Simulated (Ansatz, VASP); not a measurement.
**One calculation of Sr, two programs**

INCAR

```
PREC = Accurate
ENCUT = 520
EDIFF = 1E-7
ISMEAR = -1
SIGMA = 0.05
LREAL = False
LASPH = True
NELM = 60
ALGO = Fast
ISIF = 2
LWAVE = False
LCHARG = False
GGA = PS
NBANDS = 11
```

KPOINTS

```
regular mesh
0
Gamma
  8 8 8
```

Contents of POSCAR:

```
Sr
1.0
    0.0000000000      3.0423500000      3.0423500000
    3.0423500000      0.0000000000      3.0423500000
    3.0423500000      3.0423500000      0.0000000000
Sr
1
Direct
    0.0000000000      0.0000000000      0.0000000000
```

input.yaml

```yaml
crystal:
  lattice:
    - [0.0, 3.04235, 3.04235]
    - [3.04235, 0.0, 3.04235]
    - [3.04235, 3.04235, 0.0]
  atoms:
    - { symbol: Sr, position: [0.0, 0.0, 0.0] }
kpoints:
  mp_grid: { grid: [8, 8, 8] }
scf:
  occupations: { method: fermi_dirac, width: 0.05 }
hamiltonian:
  xc: pbesol
  pseudopotentials: { kind: all_electron, lapw: { basis_error: 0.001 } }
output:
  forces: true
  stress: true
  eigenvalues: true
```

Alike in both runs: task single point; functional PBEsol; k mesh 8 × 8 × 8; occupations fermi-dirac, width 0.05 eV; no spin polarisation.

|  | VASP | Ansatz |
| --- | --- | --- |
| version | VASP 6.6.1 | Ansatz 0.2.0 |
| potentials or method | VASP PAW PBE potentials, release 64 (Sr_sv), cutoff 520 eV | all-electron LAPW, scalar-relativistic |

|  | VASP | Ansatz | Ansatz less VASP |
| --- | --- | --- | --- |
| gap on the k mesh at the Fermi level (eV) | none | none | - |
| pressure (GPa) | -0.9 | -0.9 | -0.01 |

VASP's potentials were made for PBE, not for PBEsol. A gap of «none» marks a metal or a gap that the smearing closes. Ansatz ran all-electron here, and VASP with PAW potentials.
